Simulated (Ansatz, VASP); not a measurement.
Al2Cu: VASP beside Ansatz

INCAR

```
PREC = Accurate ; ENCUT = 520
EDIFF = 1E-6 ; ISMEAR = 0
SIGMA = 0.15 ; LREAL = False
LASPH = True ; NELM = 60
ALGO = Fast ; ISIF = 2
LWAVE = False ; LCHARG = False
GGA = PS ; NBANDS = 26
```

KPOINTS

```
Automatic mesh
0
Gamma
  10 10 10
```

File POSCAR:

```
Al2Cu
1.0
   -3.0264500000      3.0264500000      2.4379500000
    3.0264500000     -3.0264500000      2.4379500000
    3.0264500000      3.0264500000     -2.4379500000
Al Cu
4 2
Direct
    0.1593210787      0.6593210787      0.8186421574
    0.6593210787      0.8406789213      0.5000000000
    0.8406789213      0.3406789213      0.1813578426
    0.3406789213      0.1593210787      0.5000000000
    0.7500000000      0.7500000000      0.0000000000
    0.2500000000      0.2500000000      0.0000000000
```

Input for Ansatz:

```yaml
crystal:
  lattice:
    - [-3.02645, 3.02645, 2.43795]
    - [3.02645, -3.02645, 2.43795]
    - [3.02645, 3.02645, -2.43795]
  atoms:
    - { symbol: Al, position: [0.1593210787, 0.6593210787, 0.8186421574] }
    - { symbol: Al, position: [0.6593210787, 0.8406789213, 0.5] }
    - { symbol: Al, position: [0.8406789213, 0.3406789213, 0.1813578426] }
    - { symbol: Al, position: [0.3406789213, 0.1593210787, 0.5] }
    - { symbol: Cu, position: [0.75, 0.75, 0.0] }
    - { symbol: Cu, position: [0.25, 0.25, 0.0] }
basis:
  ecutwfc: 520.0
kpoints:
  mp_grid: { grid: [10, 10, 10] }
hamiltonian:
  xc: pbesol
  pseudopotentials: { kind: paw, azcp: { folder: soft_1 } }
scf:
  occupations: { method: gaussian, width: 0.15 }
output:
  forces: true
  stress: true
  eigenvalues: true
```

Alike in both runs: task single point; functional PBEsol; k mesh 10 × 10 × 10; occupations gaussian, width 0.15 eV; no spin polarisation.

|  | VASP | Ansatz |
| --- | --- | --- |
| version | VASP 6.6.1 | Ansatz 0.2.0 |
| potentials or method | VASP PAW PBE potentials, release 64 (Al, Cu), cutoff 520 eV | scalar-relativistic, plane waves, PAW |
| valence electrons in the cell | 34 | 50 |

|  | VASP | Ansatz | Ansatz less VASP |
| --- | --- | --- | --- |
| gap on the k mesh at the Fermi level (eV) | none | none | - |
| pressure (GPa) | -2.8 | -3.0 | -0.26 |
| traceless stress, the component that is largest in VASP (GPa) | -0.06 | -0.08 | -0.023 |
| rms of the force components (eV/Å) | 0.008 | 0.009 | +0.0009 |

VASP's potentials were made for PBE, not for PBEsol, and Ansatz warns of the same on its side. Atom by atom the forces differ by 0.001 eV/Å (rms over components). A gap of «none» marks a metal or a gap that the smearing closes. With one functional, cell and mesh, what is left measures potentials, basis and numerics. VASP's potentials hold 34 valence electrons a cell and Ansatz's 50, so a difference there can come from the potentials and not from the codes.
